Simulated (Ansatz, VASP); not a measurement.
## PbSe in VASP and in Ansatz

INCAR

```
PREC = Accurate ; ENCUT = 520
EDIFF = 1E-6 ; ISMEAR = 0
SIGMA = 0.1 ; LREAL = False
LASPH = True ; NELM = 80
ALGO = Normal ; ISIF = 2
LWAVE = False ; LCHARG = False
GGA = PS ; NBANDS = 17
```

KPOINTS

```
Automatic mesh
0
Gamma
  12 12 12
```

File POSCAR:

```
PbSe
1.0
    3.6388148191     -0.2270593200     -0.2270593200
   -0.2270593200      3.6388148191      0.2270593200
   -0.2270593200      0.2270593200      3.6388148191
Pb Se
1 1
Direct
    0.0000000000      0.0000000000      0.0000000000
    0.5000000000      0.5000000000      0.5000000000
```

Input for Ansatz:

```yaml
crystal:
  lattice:
    - [3.6388148191, -0.22705932, -0.22705932]
    - [-0.22705932, 3.6388148191, 0.22705932]
    - [-0.22705932, 0.22705932, 3.6388148191]
  atoms:
    - { symbol: Pb, position: [0.0, 0.0, 0.0] }
    - { symbol: Se, position: [0.5, 0.5, 0.5] }
basis:
  ecutwfc: 420
kpoints:
  mp_grid: { grid: [12, 12, 12] }
hamiltonian:
  xc: pbesol
scf:
  occupations: { method: gaussian, width: 0.1 }
output:
  forces: true
  stress: true
  eigenvalues: true
```

Alike in both runs: task single point; functional PBEsol; k mesh 12 × 12 × 12; occupations gaussian, width 0.1 eV; no spin polarisation.

|  | VASP | Ansatz |
| --- | --- | --- |
| version | VASP 6.6.1 | Ansatz 0.2.0 |
| potentials or method | VASP PAW PBE potentials, release 64 (Pb_d, Se), cutoff 520 eV | scalar-relativistic, plane waves, PAW |
| valence electrons in the cell | 20 | 30 |

|  | VASP | Ansatz | Ansatz less VASP |
| --- | --- | --- | --- |
| gap on the k mesh at the Fermi level (eV) | none | none | - |
| pressure (GPa) | 5.7 | 5.7 | -0.02 |
| traceless stress, the component that is largest in VASP (GPa) | -0.06 | -0.07 | -0.006 |

VASP's potentials were made for PBE, not for PBEsol. A gap of «none» marks a metal or a gap that the smearing closes. VASP's potentials hold 20 valence electrons a cell and Ansatz's 30, so a difference there can come from the potentials and not from the codes.

Spin-orbit coupling is off throughout.
